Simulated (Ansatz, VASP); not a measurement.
# Two plane-wave programs on CrO2

INCAR

```
  PREC = Accurate
  ENCUT = 520
  EDIFF = 1E-6
  ISMEAR = 1
  SIGMA = 0.13605693122994
  LREAL = F
  LASPH = T
  NELM = 80
  ALGO = Normal
  ISIF = 2
  LWAVE = F
  LCHARG = F
  GGA = RP
  NBANDS = 19
```

The input KPOINTS:

```
Automatic mesh
0
Gamma
  6 6 6
```

POSCAR

```
CrO2
1.0
    1.4899679969      0.8602334241      4.7899538005
   -1.4899679969      0.8602334241      4.7899538005
    0.0000000000     -1.7204668482      4.7899538005
Cr O
1 2
Direct
    0.5000000000      0.5000000000      0.5000000000
    0.7690820000      0.7690820000      0.7690820000
    0.2309180000      0.2309180000      0.2309180000
```

Input for Ansatz:

```yaml
crystal:
  lattice:
    - [1.4899679969, 0.8602334241, 4.7899538005]
    - [-1.4899679969, 0.8602334241, 4.7899538005]
    - [0.0, -1.7204668482, 4.7899538005]
  atoms:
    - { symbol: Cr, position: [0.5, 0.5, 0.5] }
    - { symbol: O, position: [0.769082, 0.769082, 0.769082] }
    - { symbol: O, position: [0.230918, 0.230918, 0.230918] }
basis: {}
kpoints:
  mp_grid: { grid: [6, 6, 6] }
hamiltonian:
  xc: rpbe
scf:
  occupations: { method: cold, width: "0.01 Ry" }
  n_extra_bands: 20
output:
  forces: true
  stress: true
  eigenvalues: true
```

Alike in both runs: task single point; functional RPBE; k mesh 6 × 6 × 6; no spin polarisation.

```csv
,VASP,Ansatz
version,VASP 6.6.1,Ansatz 0.2.0
potentials or method,"VASP PAW PBE potentials, release 64 (Cr_pv, O)","scalar-relativistic, plane waves, PAW"
plane-wave cutoff (eV),520,420
occupations,"methfessel-paxton of order 1, width 0.136057 eV",cold
valence electrons in the cell,24,26
```

|  | VASP | Ansatz | Ansatz less VASP |
| --- | --- | --- | --- |
| gap on the k mesh at the Fermi level (eV) | none | none | - |
| pressure (GPa) | -7.6 | -8.1 | -0.45 |
| traceless stress, the component that is largest in VASP (GPa) | 6.94 | 7.67 | +0.731 |
| rms of the force components (eV/Å) | 0.137 | 0.136 | -0.0010 |

VASP's potentials were made for PBE, not for RPBE. Atom by atom the forces differ by 0.001 eV/Å (rms over components). A gap of «none» marks a metal or a gap that the smearing closes. VASP's potentials hold 24 valence electrons a cell and Ansatz's 26, so a difference there can come from the potentials and not from the codes.

The k mesh is coarse, so the values compare programs but aren't converged.
